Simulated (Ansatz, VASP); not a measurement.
## MgS in VASP and in Ansatz

```
Mg S
1.0
     0.00000    3.03016    3.03016
     3.03016    0.00000    3.03016
     2.80351    2.80351    0.22665
Mg S
1 1
Cartesian
  -0.0329 -0.0329 0.0329
  4.4082 4.4082 4.6823
```

Alike in both runs: task single point; functional PBE; k mesh 8 × 8 × 8; occupations gaussian, width 0.02 eV; no spin polarisation.

|  | VASP | Ansatz |
| --- | --- | --- |
| version | VASP 6.6.1 | Ansatz 0.2.0 |
| potentials or method | VASP PAW PBE potentials, release 64 (Mg, S), cutoff 520 eV | scalar-relativistic, plane waves, PAW |
| valence electrons in the cell | 8 | 16 |

```tsv
	VASP	Ansatz	Ansatz less VASP
gap on the k mesh at the Fermi level (eV)	2.59	2.60	+0.012
least direct gap on the mesh (eV)	2.59	2.60	+0.012
pressure (GPa)	-3.4	-3.3	+0.15
traceless stress, the component that is largest in VASP (GPa)	2.26	2.25	-0.011
rms of the force components (eV/Å)	0.052	0.053	+0.0017
```

Atom by atom the forces differ by 0.002 eV/Å (rms over components). VASP's potentials hold 8 valence electrons a cell and Ansatz's 16, so a difference there can come from the potentials and not from the codes.
